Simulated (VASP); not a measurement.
CsGa:

```
Cs Ga
1.0
     4.01502    0.00000    0.00000
     0.00000    4.01502    0.00000
     0.00000    0.00000    4.01502
Cs Ga
1 1
Direct
  0.00000 0.00000 0.00000
  0.50000 0.50000 0.50000
```

```yaml
Program: VASP 6.6.1
Task: relaxation of cell and atoms
Functional: PBE
Potentials_or_basis: VASP PAW PBE potentials, release 64 (Cs_sv, Ga_d)
Cutoff: 600 eV
k_mesh: 4 × 4 × 4
Occupations: gaussian, width 0.1 eV
Spin: no spin polarisation
```

At the start: pressure 4.6 GPa; volume 32.36 Å³/atom.

Task: Where does the relaxation end?

Result: Over 5 steps the energy falls by 127.8 meV/atom and the volume is 45.05 Å³/atom (+39.2 %); space group Pm-3m (No. 221, to 0.1 Å) before and after.

Step by step:
```csv
step,energy change (eV),largest force (eV/Å),pressure (GPa),volume (Å³)
1,0.0000,0.0000,4.63,64.72
2,-0.1742,0.0000,1.87,73.89
3,-0.2410,0.0000,0.74,82.38
4,-0.2215,0.0000,-0.82,101.24
5,-0.2556,0.0000,-0.08,90.09
```

Final structure:
```
CELL_PARAMETERS angstrom
4.48293 0.00000 0.00000
0.00000 4.48293 0.00000
0.00000 0.00000 4.48293
ATOMIC_POSITIONS crystal
Cs 0.00000 0.00000 0.00000
Ga 0.50000 0.50000 0.50000
```

Caveat: the k points lie up to 0.35 Å⁻¹ apart in the final cell, too coarse for converged energies and pressures of a metal; the volume moved by over 15 % at a fixed basis, so the end points are rough.
